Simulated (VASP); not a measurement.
# BAs (P6_3/mmc) in VASP: a series of runs

Aim: see how the results for BAs move with the level of theory and the settings. Levels: r2SCAN, PBE. Tasks: single point.

Everything below comes from runs of VASP 6.6.1. Logs are shortened: lines on timing, memory, paths and dates and some standing lists are left out, and cuts for length are marked.

## 1. The cell of the first run

Symmetry: P6_3/mmc, No. 194, hexagonal system. Conventional cell: a = 3.432 Å, b = 3.432 Å, c = 8.916 Å, α = 90.00°, β = 90.00°, γ = 120.00°. B (site symmetry -6m2) has 3 As at 1.98 Å within 2.6 Å. As (site symmetry -6m2) has 3 B at 1.98 Å within 2.6 Å.

## 2. Single point, r2SCAN (volume changed by +6%)

POSCAR

```
BAs
1.0
    3.4318716532      0.0000000000      0.0000000000
   -1.7159358266      2.9720880342      0.0000000000
    0.0000000000      0.0000000000      8.9160949521
B As
2 2
Direct
    0.3333333333      0.6666666667      0.2500000000
    0.6666666667      0.3333333333      0.7500000000
    0.6666666667      0.3333333333      0.2500000000
    0.3333333333      0.6666666667      0.7500000000
```

INCAR.step1

```
PREC     = Accurate       # precision mode
ENCUT    = 520            # plane-wave cutoff, eV
ISMEAR   = 0              # smearing method
SIGMA    = 0.01           # smearing width, eV
LREAL    = F              # projectors in reciprocal space
LASPH    = T              # aspherical terms in the spheres
NELM     = 100            # most SCF steps
NBANDS   = 16             # bands
GGA      = PE             # functional
ALGO     = Normal         # electronic algorithm
EDIFF    = 1E-4           # SCF threshold, eV
LWAVE    = T              # write WAVECAR
LCHARG   = F              # write CHGCAR
```

INCAR.step2

```
PREC     = Accurate       # precision mode
ENCUT    = 520            # plane-wave cutoff, eV
EDIFF    = 1E-6           # SCF threshold, eV
ISMEAR   = 0              # smearing method
SIGMA    = 0.01           # smearing width, eV
LREAL    = F              # projectors in reciprocal space
LASPH    = T              # aspherical terms in the spheres
NELM     = 100            # most SCF steps
ALGO     = Normal         # electronic algorithm
ISIF     = 2              # what is computed and relaxed
LWAVE    = F              # write WAVECAR
LCHARG   = F              # write CHGCAR
METAGGA  = R2SCAN         # meta-GGA
LMIXTAU  = T            
NBANDS   = 16             # bands
ISTART   = 1
```

KPOINTS

```
Automatic mesh
0
Gamma
  9 9 4
```

Potentials or basis: VASP PAW PBE potentials, release 64 (B, As).

On the command line:

```console
> cat potpaw_PBE.64/B/POTCAR potpaw_PBE.64/As/POTCAR > POTCAR
> cp INCAR.step1 INCAR
> mpirun -np 1 vasp_std > vasp.out
> cp INCAR.step2 INCAR
> mpirun -np 1 vasp_std > vasp.out
```

OUTCAR:

```text
PREC = Accurate
   ENCUT = 520
   EDIFF = 1E-6
   ISMEAR = 0
   LREAL = F
   LASPH = T
   NELM = 100
   ISIF = 2
   METAGGA = R2SCAN
   ISTART = 1

 ion  position               nearest neighbor table
   1  0.333  0.667  0.250-   3 1.98   3 1.98   3 1.98
   2  0.667  0.333  0.750-   4 1.98   4 1.98   4 1.98
   3  0.667  0.333  0.250-   1 1.98   1 1.98   1 1.98
   4  0.333  0.667  0.750-   2 1.98   2 1.98   2 1.98

  LATTYP: Found a hexagonal cell.
 ALAT       =     3.4318716532
 C/A-ratio  =     2.5980269232

  Lattice vectors:

 A1 = (   3.4318716532,   0.0000000000,   0.0000000000)
 A2 = (  -1.7159358266,   2.9720880342,   0.0000000000)
 A3 = (   0.0000000000,   0.0000000000,   8.9160949521)

Analysis of symmetry for initial positions (statically):
=====================================================================
 Subroutine PRICEL returns:
 Original cell was already a primitive cell.

 Routine SETGRP: Setting up the symmetry group for a
 hexagonal supercell.

 Subroutine GETGRP returns: Found 24 space group operations
 (whereof 12 operations were pure point group operations)
 out of a pool of 24 trial point group operations.

The static configuration has the point symmetry D_3d.
 The point group associated with its full space group is D_6h.

Analysis of symmetry for dynamics (positions and initial velocities):
=====================================================================
 Subroutine PRICEL returns:
 Original cell was already a primitive cell.

 Routine SETGRP: Setting up the symmetry group for a
 hexagonal supercell.

 Subroutine GETGRP returns: Found 24 space group operations
 (whereof 12 operations were pure point group operations)
 out of a pool of 24 trial point group operations.

The dynamic configuration has the point symmetry D_3d.
 The point group associated with its full space group is D_6h.

 Subroutine INISYM returns: Found 24 space group operations
 (whereof 12 operations are pure point group operations),
 and found     1 'primitive' translations

----------------------------------------------------------------------------------------

                                     Primitive cell

  volume of cell :      90.9426

  direct lattice vectors                    reciprocal lattice vectors
[... 90 lines left out ...]
   NELM   =    100;   NELMIN=  2; NELMDL=  0     # of ELM steps
   EDIFF  = 0.1E-05   stopping-criterion for ELM
   LREAL  =      F    real-space projection
   EDIFFG = 0.1E-04   stopping-criterion for IOM
   NSW    =      0    number of steps for IOM
   IBRION =     -1    ionic relax: 0-MD 1-quasi-New 2-CG
   NFREE  =      0    steps in history (QN), initial steepest desc. (CG)
   ISIF   =      2    stress and relaxation
   ISYM   =      2    0-nonsym 1-usesym 2-fastsym
   POTIM  = 0.5000    time-step for ionic-motion
   TEBEG  =    0.0;   TEEND  =   0.0 temperature during run
   PSTRESS=    0.0 pullay stress
   NELECT =      16.0000    total number of electrons
   NUPDOWN=      -1.0000    fix difference up-down
   EMIN   =  10.00;   EMAX   =-10.00  energy-range for DOS
   EFERMI =   0.00;   METHOD = LEGACY
   ISMEAR =     0;   SIGMA  =   0.01  broadening in eV -4-tet -1-fermi 0-gaus
   EFERMI_NEDOS =   21; number of points for ismear=-14 and -15
   IALGO  =     38    algorithm
   IMIX   =      4    mixing-type and parameters
     AMIX     =   0.40;   BMIX     =  1.00
     AMIX_MAG =   1.60;   BMIX_MAG =  1.00
  volume/ion in A,a.u.               =      22.74       153.43
  Fermi-wavevector in a.u.,A,eV,Ry     =   0.917330  1.733503 11.449231  0.841495
  Thomas-Fermi vector in A             =   2.042287
   LORBIT       =      0    0 simple, 1 ext, 2 COOP (PROOUT), +10 PAW based schemes
   METAGGA = R2SCAN    functional components
   LHFCALC =     F    Hartree Fock is set to
   AEXX    =    0.0000 exact exchange contribution
   IVDW    =     0    specifies the selected vdW correction
   LEPSILON=     F    determine dielectric tensor
   LRPA    =     F    only Hartree local field effects (RPA)
 non-spin polarized calculation
 Gauss-broadening in eV      SIGMA  =   0.01
  energy-cutoff  :      520.00
  volume of cell :       90.94
 maximum number of plane-waves:      2482
 NGX is ok and might be reduce to    28
   NGX = 13   NGY = 13   NGZ = 33

 number of electron      16.0000000 magnetization

 Free energy of the ion-electron system (eV)
  ---------------------------------------------------
  ext. energy  EPLUGINS =         0.00000000
  ---------------------------------------------------
  free energy    TOTEN  =       -42.82364475 eV

  energy without entropy =      -42.82364475  energy(sigma->0) =      -42.82364475

 E-fermi :   1.3900     XC(G=0):  -8.4055

 val. band max:        1.2726147266   @ k =   0.3333   0.3333   0.5000
 cond. band min:       2.2724340892   @ k =   0.3333   0.3333   0.5000
 fundamental gap:      0.9998193626
 Fermi energy:         1.3900039524

 k-point     1 :       0.0000    0.0000    0.0000
  band No.  band energies     occupation
      1     -12.9891      2.00000
      2     -12.8960      2.00000
      3      -3.1353      2.00000
      4      -2.0426      2.00000
      5      -0.3338      2.00000
      6      -0.3338      2.00000
[... 433 lines left out ...]
      3      -6.9817      2.00000
      4      -6.9817      2.00000
      5      -4.7663      2.00000
      6      -4.7113      2.00000
[... 8 lines left out ...]
     15      10.4097      0.00000
     16      10.7931      0.00000

 [... further k-points ...]

------------------------ aborting loop because EDIFF is reached ----------------------------------------

  FORCE on cell =-STRESS in cart. coord.  units (eV):
  Direction    XX          YY          ZZ          XY          YZ          ZX
  --------------------------------------------------------------------------------------
  -------------------------------------------------------------------------------------
  Total       -3.6944397     -3.6944397     -0.1083180     -0.0000000     -0.0000000      0.0000000
  in kB      -65.0866286    -65.0866286     -1.9082881     -0.0000000     -0.0000000      0.0000000
  external PRESSURE =     -44.0271817 kB  Pullay stress =       0.0000000 kB

 VOLUME and BASIS-vectors are now :
 -----------------------------------------------------------------------------
  energy-cutoff  :      520.00
  volume of cell :       90.94
      direct lattice vectors                 reciprocal lattice vectors
     3.431871653  0.000000000  0.000000000     0.291386188  0.168231894  0.000000000
    -1.715935827  2.972088034  0.000000000     0.000000000  0.336463789  0.000000000
     0.000000000  0.000000000  8.916094952     0.000000000  0.000000000  0.112156724

 POSITION                                       TOTAL-FORCE (eV/Angst)
 -----------------------------------------------------------------------------------
     -0.00000      1.98139      2.22902        -0.000000      0.000000      0.000000
      1.71594      0.99070      6.68707         0.000000     -0.000000      0.000000
      1.71594      0.99070      2.22902         0.000000      0.000000      0.000000
     -0.00000      1.98139      6.68707         0.000000      0.000000      0.000000
 -----------------------------------------------------------------------------------
    total drift:                               -0.000000      0.000000     -0.000000

  FREE ENERGIE OF THE ION-ELECTRON SYSTEM (eV)
  ---------------------------------------------------
  free  energy   TOTEN  =       -42.8236447491 eV

  energy  without entropy=      -42.8236447491  energy(sigma->0) =      -42.82364475
```

OSZICAR.step1:

```text
N       E                     dE             d eps       ncg     rms          rms(c)
DAV:   1     0.507429869575E+02    0.50743E+02   -0.60273E+03  1152   0.809E+02
DAV:   2    -0.185468267590E+02   -0.69290E+02   -0.63799E+02  1648   0.137E+02
DAV:   3    -0.223327412281E+02   -0.37859E+01   -0.37618E+01  1552   0.346E+01
DAV:   4    -0.223696189611E+02   -0.36878E-01   -0.36863E-01  1448   0.388E+00
DAV:   5    -0.223701814626E+02   -0.56250E-03   -0.56239E-03  1560   0.454E-01    0.650E+00
DAV:   6    -0.213718057672E+02    0.99838E+00   -0.14797E+00  1440   0.686E+00    0.326E+00
DAV:   7    -0.212765971217E+02    0.95209E-01   -0.25904E-01  1544   0.259E+00    0.155E+00
DAV:   8    -0.212480181030E+02    0.28579E-01   -0.78738E-02  1536   0.135E+00    0.255E-01
DAV:   9    -0.212493662039E+02   -0.13481E-02   -0.24178E-03  1416   0.278E-01    0.141E-01
DAV:  10    -0.212505327941E+02   -0.11666E-02   -0.13287E-03  1264   0.188E-01    0.492E-02
DAV:  11    -0.212506086989E+02   -0.75905E-04   -0.66556E-05  1400   0.490E-02
   1 F= -.21250609E+02 E0= -.21250609E+02  d E =-.392307E-13
```

It took 2.4 min on 1 thread of AMD EPYC 9R45 (Zen 5), shared host; peak memory 0.22 GiB.

What came out:

```yaml
Free_energy: -42.8236 eV
Pressure: -4.4 GPa
Band_gap_on_the_k_mesh: 1.00 eV, direct
```

Caveat: the cell differs from its parent crystal (volume changed by +6%); the PAW data sets were made with another functional, which shifts forces and pressure a little. A k mesh can miss the band edges.

## 3. Single point, r2SCAN

This run uses another cell than the first one, of 21.45 Å³/atom, 0.943 times its volume.

POSCAR

```
BAs
1.0
    3.3658576842      0.0000000000      0.0000000000
   -1.6829288421      2.9149182600      0.0000000000
    0.0000000000      0.0000000000      8.7445888832
B As
2 2
Direct
    0.3333333333      0.6666666667      0.2500000000
    0.6666666667      0.3333333333      0.7500000000
    0.6666666667      0.3333333333      0.2500000000
    0.3333333333      0.6666666667      0.7500000000
```

INCAR.step1

```
PREC = Accurate
ENCUT = 520
ISMEAR = 0
SIGMA = 0.01
LREAL = False
LASPH = True
NELM = 60
NBANDS = 16
GGA = PE
ALGO = Normal
EDIFF = 1E-4
LWAVE = True
LCHARG = False
```

INCAR.step2

```
PREC = Accurate
ENCUT = 520
EDIFF = 1E-6
ISMEAR = 0
SIGMA = 0.01
LREAL = False
LASPH = True
NELM = 60
ALGO = Normal
ISIF = 2
LWAVE = False
LCHARG = False
METAGGA = R2SCAN
LMIXTAU = True
NBANDS = 16
ISTART = 1
```

KPOINTS

```
regular mesh
0
Gamma
  12 12 4
```

Potentials or basis: VASP PAW PBE potentials, release 64 (B, As).

On the command line:

```console
> cat potpaw_PBE.64/B/POTCAR potpaw_PBE.64/As/POTCAR > POTCAR
> cp INCAR.step1 INCAR
> mpirun -np 1 vasp_std > vasp.out
> cp INCAR.step2 INCAR
> mpirun -np 1 vasp_std > vasp.out
```

OUTCAR:

```text
PREC = Accurate
   ENCUT = 520
   EDIFF = 1E-6
   ISMEAR = 0
   LREAL = False
   LASPH = True
   NELM = 60
   ISIF = 2
   METAGGA = R2SCAN
   ISTART = 1

 ion  position               nearest neighbor table
   1  0.333  0.667  0.250-   3 1.94   3 1.94   3 1.94
   2  0.667  0.333  0.750-   4 1.94   4 1.94   4 1.94
   3  0.667  0.333  0.250-   1 1.94   1 1.94   1 1.94
   4  0.333  0.667  0.750-   2 1.94   2 1.94   2 1.94

  LATTYP: Found a hexagonal cell.
 ALAT       =     3.3658576842
 C/A-ratio  =     2.5980269232

  Lattice vectors:

 A1 = (   3.3658576842,   0.0000000000,   0.0000000000)
 A2 = (  -1.6829288421,   2.9149182600,   0.0000000000)
 A3 = (   0.0000000000,   0.0000000000,   8.7445888832)

Analysis of symmetry for initial positions (statically):
[... 10 lines left out ...]

The static configuration has the point symmetry D_3d.
 The point group associated with its full space group is D_6h.

Analysis of symmetry for dynamics (positions and initial velocities):
[... 10 lines left out ...]

The dynamic configuration has the point symmetry D_3d.
 The point group associated with its full space group is D_6h.

 Subroutine INISYM returns: Found 24 space group operations
[... 5 lines left out ...]
                                     Primitive cell

  volume of cell :      85.7949

  direct lattice vectors                    reciprocal lattice vectors
     3.365857684  0.000000000  0.000000000     0.297101094  0.171531397  0.000000000
    -1.682928842  2.914918260  0.000000000     0.000000000  0.343062793  0.000000000
     0.000000000  0.000000000  8.744588883     0.000000000  0.000000000  0.114356434

  length of vectors
     3.365857684  3.365857684  8.744588883     0.343062793  0.343062793  0.114356434

  position of ions in fractional coordinates (direct lattice)
     0.333333333  0.666666667  0.250000000
     0.666666667  0.333333333  0.750000000
[... 90 lines left out ...]
   TEBEG  =    0.0;   TEEND  =   0.0 temperature during run
   PSTRESS=    0.0 pullay stress
   NELECT =      16.0000    total number of electrons
   NUPDOWN=      -1.0000    fix difference up-down
   EMIN   =  10.00;   EMAX   =-10.00  energy-range for DOS
   EFERMI =   0.00;   METHOD = LEGACY
   ISMEAR =     0;   SIGMA  =   0.01  broadening in eV -4-tet -1-fermi 0-gaus
   EFERMI_NEDOS =   21; number of points for ismear=-14 and -15
   IALGO  =     38    algorithm
   IMIX   =      4    mixing-type and parameters
     AMIX     =   0.40;   BMIX     =  1.00
     AMIX_MAG =   1.60;   BMIX_MAG =  1.00
  volume/ion in A,a.u.               =      21.45       144.74
  Fermi-wavevector in a.u.,A,eV,Ry     =   0.935322  1.767502 11.902738  0.874827
  Thomas-Fermi vector in A             =   2.062217
   LORBIT       =      0    0 simple, 1 ext, 2 COOP (PROOUT), +10 PAW based schemes
   METAGGA = R2SCAN    functional components
   LHFCALC =     F    Hartree Fock is set to
   AEXX    =    0.0000 exact exchange contribution
   IVDW    =     0    specifies the selected vdW correction
   LEPSILON=     F    determine dielectric tensor
   LRPA    =     F    only Hartree local field effects (RPA)
 non-spin polarized calculation
 Gauss-broadening in eV      SIGMA  =   0.01
  energy-cutoff  :      520.00
  volume of cell :       85.79
 maximum number of plane-waves:      2348
 NGX is ok and might be reduce to    28
   NGX = 13   NGY = 13   NGZ = 33

 number of electron      16.0000000 magnetization

 Free energy of the ion-electron system (eV)
  ---------------------------------------------------
  ext. energy  EPLUGINS =         0.00000000
  ---------------------------------------------------
  free energy    TOTEN  =       -42.89350172 eV

  energy without entropy =      -42.89350172  energy(sigma->0) =      -42.89350172

 E-fermi :   1.7640     XC(G=0):  -8.6292

 val. band max:        1.6496804577   @ k =   0.3333   0.3333   0.5000
 cond. band min:       2.6041450915   @ k =   0.3333   0.3333   0.5000
 fundamental gap:      0.9544646338
 Fermi energy:         1.7640149816

 k-point     1 :       0.0000    0.0000    0.0000
  band No.  band energies     occupation
      1     -12.9362      2.00000
      2     -12.8282      2.00000
      3      -3.0549      2.00000
      4      -1.8604      2.00000
      5       0.0884      2.00000
      6       0.0884      2.00000
[... 433 lines left out ...]
      3      -5.2474      2.00000
      4      -5.1949      2.00000
      5      -1.7113      2.00000
      6      -1.6797      2.00000
[... 8 lines left out ...]
     15      11.3197      0.00000
     16      12.0461      0.00000

 [... further k-points ...]
[... 5 lines left out ...]
  --------------------------------------------------------------------------------------
  -------------------------------------------------------------------------------------
  Total        0.1906289      0.1906289     -0.0268525      0.0000000      0.0000000      0.0000000
  in kB        3.5599000      3.5599000     -0.5014567      0.0000000      0.0000000      0.0000000
  external PRESSURE =       2.2061144 kB  Pullay stress =       0.0000000 kB

 VOLUME and BASIS-vectors are now :
 -----------------------------------------------------------------------------
  energy-cutoff  :      520.00
  volume of cell :       85.79
      direct lattice vectors                 reciprocal lattice vectors
     3.365857684  0.000000000  0.000000000     0.297101094  0.171531397  0.000000000
    -1.682928842  2.914918260  0.000000000     0.000000000  0.343062793  0.000000000
     0.000000000  0.000000000  8.744588883     0.000000000  0.000000000  0.114356434

 POSITION                                       TOTAL-FORCE (eV/Angst)
 -----------------------------------------------------------------------------------
     -0.00000      1.94328      2.18615        -0.000000     -0.000000      0.000000
      1.68293      0.97164      6.55844         0.000000      0.000000      0.000000
      1.68293      0.97164      2.18615         0.000000     -0.000000      0.000000
     -0.00000      1.94328      6.55844        -0.000000      0.000000      0.000000
 -----------------------------------------------------------------------------------
    total drift:                                0.000000     -0.000000      0.000000

  FREE ENERGIE OF THE ION-ELECTRON SYSTEM (eV)
  ---------------------------------------------------
  free  energy   TOTEN  =       -42.8935017188 eV

  energy  without entropy=      -42.8935017188  energy(sigma->0) =      -42.89350172
```

Wall time 3.5 min (1 thread of AMD EPYC 9R45 (Zen 5), shared host); peak memory 0.24 GiB.

What came out:

```yaml
Free_energy: -42.8935 eV
Pressure: 0.2 GPa
Band_gap_on_the_k_mesh: 0.95 eV, direct
```

Caveat: the PAW data sets were made with another functional, which shifts forces and pressure a little.

## 4. Single point, PBE (volume changed by -6%)

INCAR

```
PREC = Accurate
ENCUT = 600
EDIFF = 1E-6
ISMEAR = 0
SIGMA = 0.01
LREAL = F
LASPH = T
NELM = 120
ALGO = Normal
ISIF = 2
LWAVE = F
LCHARG = F
GGA = PE
NBANDS = 26
GGA_COMPAT = F
```

KPOINTS

```
Automatic mesh
0
Gamma
  9 9 2
```

POSCAR

```
BAs
1.0
    3.3152577438      0.0000000000      0.0000000000
   -1.6576288719      2.8710974262      0.0000000000
    0.0000000000      0.0000000000      9.7920864056
B As
2 2
Direct
    0.3333333333      0.6666666667      0.2500000000
    0.6666666667      0.3333333333      0.7500000000
    0.6666666667      0.3333333333      0.2500000000
    0.3333333333      0.6666666667      0.7500000000
```

Potentials or basis: VASP PAW PBE potentials, release 64 (B, As_d).

On the command line:

```console
> cat potpaw_PBE.64/B/POTCAR potpaw_PBE.64/As_d/POTCAR > POTCAR
> mpirun -np 1 vasp_std > vasp.out
```

It took 31 s on 1 thread of Intel Xeon 6975P-C (Granite Rapids), shared host; peak memory 0.27 GiB.

It converged, with:

| Property | Result |
| --- | --- |
| Free energy | -21.3154 eV |
| Pressure | 4.8 GPa |
| Band gap on the k mesh | 0.71 eV, direct |

Stress tensor (GPa, compression positive):
```
7.18 0.00 0.00
0.00 7.18 0.00
0.00 0.00 0.03
```

Levels at points of the mesh, in eV from the valence-band top:
```
           k point  band 15  band 16  band 17  band 18  band 19  band 20  band 21  band 22
(0.00, 0.00, 0.00)    -1.47    -1.47    -1.47    -1.47     3.06     4.48     4.58     5.04
(0.00, 0.00, 0.50)    -1.47    -1.47    -1.47    -1.47     4.21     4.21     4.61     4.61
```

Caveat: the cell differs from its parent crystal (volume changed by -6%); this functional lacks dispersion, which binds the layers, so the pressure and a relaxed spacing across them are unreliable. A k mesh can miss the band edges.

(Part 1 of 2 ends here.)
